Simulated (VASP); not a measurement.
Here is a VASP 6.6.1 calculation.

Contents of INCAR:

```
PREC = Accurate
ENCUT = 520
EDIFF = 1E-7
ISMEAR = 1
SIGMA = 0.1
LREAL = F
LASPH = T
NELM = 60
ALGO = Normal
ISIF = 2
LWAVE = F
LCHARG = F
GGA = CA
NBANDS = 23
```

File KPOINTS:

```
regular mesh
0
Gamma
  8 8 4
```

File POSCAR:

```
HfN
1.0
    3.0535156958      0.0000000000      0.0000000000
   -1.5267578479      2.6444221649      0.0000000000
    0.0000000000      0.0000000000      5.2778145204
Hf N
2 2
Direct
    0.6666666667      0.3333333333      0.7500000000
    0.3333333333      0.6666666667      0.2500000000
    0.0000000000      0.0000000000      0.0000000000
    0.0000000000      0.0000000000      0.5000000000
```

Potentials or basis: VASP PAW LDA potentials, release 64 (Hf_pv, N).

Run with:

```bash
$ cat potpaw_LDA.64/Hf_pv/POTCAR potpaw_LDA.64/N/POTCAR > POTCAR
$ mpirun -np 1 vasp_std > vasp.out
```

Task: Predict the band gap on the k mesh.

Result: Zero (band 15 reaches 10.53 eV, above the bottom of band 16 at 8.00 eV).

Task: Predict the pressure.

Result: 14.1 GPa.

Stress tensor (GPa, compression positive):
```
13.72  0.00  0.00
 0.00 13.72  0.00
 0.00  0.00 14.71
```

Caveat: spin-orbit coupling is left out, which moves the levels of the heavy elements.
